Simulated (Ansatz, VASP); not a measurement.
# Two plane-wave programs on SiC

```
Si C
1.0
     3.07530    0.00000    0.00000
    -1.53765    2.66329    0.00000
     0.00000    0.00000    5.14931
Si C
2 2
Cartesian
  0.0000 1.7755 2.5765
  1.5376 0.8878 5.1512
  0.0000 1.7755 4.5038
  1.5376 0.8878 1.9291
```

Change from the starting cell: strain along c alone, the other axes held, atoms relaxed: +2.0 %.

Alike in both runs: functional r2SCAN; k mesh 12 × 12 × 6; occupations gaussian, width 0.02 eV; no spin polarisation.

Ansatz relaxed the structure, and its values are those at the end. VASP's run is a single point on that final structure, the one shown.

```csv
,VASP,Ansatz
version,VASP 6.6.1,Ansatz 0.2.0
potentials or method,"VASP PAW PBE potentials, release 64 (Si, C), cutoff 520 eV","scalar-relativistic, plane waves, PAW"
valence electrons in the cell,16,16
```

```csv
,VASP,Ansatz,Ansatz less VASP
gap on the k mesh at the Fermi level (eV),2.55,2.55,-0.005
least direct gap on the mesh (eV),4.60,4.59,-0.009
pressure (GPa),-4.4,-4.2,+0.17
```

VASP's potentials were made for PBE, not for r2SCAN. Ansatz's warnings: stress scf threshold loose.
